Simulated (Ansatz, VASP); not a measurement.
**Two plane-wave programs on Te5Mo**

```
CELL_PARAMETERS angstrom
7.56483 0.00000 0.00000
0.00000 7.56483 0.00000
0.00000 0.00000 3.43712
ATOMIC_POSITIONS crystal
Te 0.29441 0.00000 0.50000
Te 0.70559 0.00000 0.50000
Te 0.00000 0.29441 0.50000
Te 0.00000 0.70559 0.50000
Te 0.50000 0.50000 0.50000
Mo 0.00000 0.00000 0.00000
```

Alike in both runs: task single point; functional PBE; k mesh 2 × 2 × 6; occupations gaussian, width 0.1 eV; collinear spin.

|  | VASP | Ansatz |
| --- | --- | --- |
| version | VASP 6.6.1 | Ansatz 0.2.0 |
| potentials or method | VASP PAW PBE potentials, release 64 (Te, Mo_sv), cutoff 520 eV | scalar-relativistic, plane waves, PAW |
| valence electrons in the cell | 44 | 94 |

|  | VASP | Ansatz | Ansatz less VASP |
| --- | --- | --- | --- |
| gap on the k mesh at the Fermi level (eV) | none | none | - |
| pressure (GPa) | 0.1 | 0.1 | +0.02 |
| traceless stress, the component that is largest in VASP (GPa) | -0.16 | -0.16 | +0.004 |
| rms of the force components (eV/Å) | 0.008 | 0.004 | -0.0044 |
| net moment per atom (μB) | 0.00 | 0.00 | 0.000 |

Atom by atom the forces differ by 0.004 eV/Å (rms over components). A gap of «none» marks a metal or a gap that the smearing closes. With one functional, cell and mesh, what is left measures potentials, basis and numerics. VASP's potentials hold 44 valence electrons a cell and Ansatz's 94, so a difference there can come from the potentials and not from the codes. Ansatz's warnings: seeded moment not kept.

The k mesh is coarse, so the values compare programs but aren't converged. Spin-orbit coupling is off throughout.
